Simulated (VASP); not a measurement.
Wanted: the native input for a VASP 6.6.1 run.

* Task: single point
* Functional: PBEsol
* Potentials or basis: VASP PAW PBE potentials, release 64 (Ag)
* Cutoff: 520 eV
* k mesh: 1 × 1 × 13
* Occupations: gaussian, width 0.05 eV
* Spin: collinear spin
* Starting moments: [0.5, 0.5, 0.5, 0.5] μB
* Dipole correction: no
* Further INCAR settings: ALGO = Normal; EDIFF = 1e-07; NBANDS = 34

The structure of Ag lies in POSCAR:

```
Ag
1.0
   11.7000000000      0.0000000000      0.0000000000
    0.0000000000      9.3000000000      0.0000000000
    0.0000000000      0.0000000000      5.1604230248
Ag
4
Direct
    0.3842212783      0.5000000000      0.0000000000
    0.3842212783      0.5000000000      0.5000000000
    0.6157787217      0.5000000000      0.0000000000
    0.6157787217      0.5000000000      0.5000000000
```

One way to write it, as run:

INCAR

```
SYSTEM = Ag
PREC = Accurate
ENCUT = 520
EDIFF = 1E-7
ISMEAR = 0
SIGMA = 0.05
LREAL = .False.
LASPH = .True.
NELM = 150
ALGO = Normal
ISIF = 2
LWAVE = .False.
LCHARG = .False.
ISPIN = 2
MAGMOM = 0.5 0.5 0.5 0.5
LORBIT = 11
LMAXMIX = 4
GGA = PS
NBANDS = 34
```

KPOINTS

```
Automatic mesh
0
Gamma
  1 1 13
  0 0 0
```

Potentials or basis: VASP PAW PBE potentials, release 64 (Ag).

Run with:

```sh
$ cat potpaw_PBE.64/Ag/POTCAR > POTCAR
$ mpirun -np 1 vasp_std > vasp.out
```

Results of the run:

The largest force is 0.407 eV/Å. The net moment is 0.00 μB per cell. The valence electrons inside the program's atomic spheres are Ag 9.83.

Caveat: the PAW data sets were made with another functional, which shifts forces and pressure a little.

Wall time 5.2 min on 1 thread of Intel(R) Xeon(R) Platinum 8488C (Sapphire Rapids), with other jobs on the host, peak memory 0.81 GiB.
